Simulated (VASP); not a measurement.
## TaN: electric field gradients with PBE

TaN:

```xyz
6
Lattice="5.2368 0.0000 0.0000 -2.6184 4.5352 0.0000 0.0000 0.0000 2.9080" Properties=species:S:1:pos:R:3 pbc="T T T"
Ta    0.0000    0.0000    0.0000
Ta    0.0000    3.0235    1.4540
Ta    2.6184    1.5117    1.4540
N     2.6184    0.0000    0.0000
N     1.3092    2.2676    0.0000
N    -1.3092    2.2676    0.0000
```

This cell differs from its parent crystal: equal xx and yy strain of +1 %.

| Property | Result |
| --- | --- |
| Program | VASP 6.6.1 |
| Task | electric field gradients |
| Functional | PBE |
| Potentials or basis | VASP PAW PBE potentials, release 64 (Ta_sv_GW, N) |
| Cutoff | 520 eV |
| k mesh | 5 × 5 × 8 |
| Occupations | fermi-dirac, width 0.03 eV |
| Spin | no spin polarisation |
| Dipole correction | no |
| Second run | valence_matched |
| Further INCAR settings | ALGO = Normal; EDIFF = 1e-08; NBANDS = 36 |

```
Pressure               : 4.3 GPa
Band gap on the k mesh : zero (band 27 reaches 12.81 eV, above the bottom of band 28 at 10.73 eV)
```

Stress tensor (GPa, compression positive):
```
3.31 0.00 0.00
0.00 3.31 0.00
0.00 0.00 6.29
```

Levels at points of the mesh, in eV from the Fermi level:
| k point | band 24 | band 25 | band 26 | band 27 | band 28 | band 29 | band 30 | band 31 |
| --- | --- | --- | --- | --- | --- | --- | --- | --- |
| (0.00, 0.00, 0.00) | -3.10 | -2.54 | -2.13 | -1.25 | -1.25 | 0.86 | 0.86 | 1.08 |
| (0.00, 0.00, 0.50) | -3.16 | -3.16 | -1.97 | 0.84 | 0.84 | 1.51 | 1.66 | 2.40 |

Electric field gradients, principal values (V/Å²):
```tsv
atom	least	middle	greatest (by size)
1 Ta	209.598	209.599	-419.197
2 Ta	190.114	190.115	-380.229
3 Ta	190.114	190.115	-380.229
4 N	-5.038	-26.797	31.835
5 N	-5.038	-26.796	31.834
6 N	-5.038	-26.797	31.835
```

It took 3.1 min on 1 thread of AMD EPYC 7R43 64-Core Processor (Zen 3), on a shared host, peak memory 0.16 GiB.

Caveat: the cell differs from its parent crystal (equal xx and yy strain of +1 %); without QUAD_EFG the Cq values of the log hold for a quadrupole moment of 1 mb, not for the nuclei; spin-orbit coupling is left out, which moves the levels of the heavy elements.
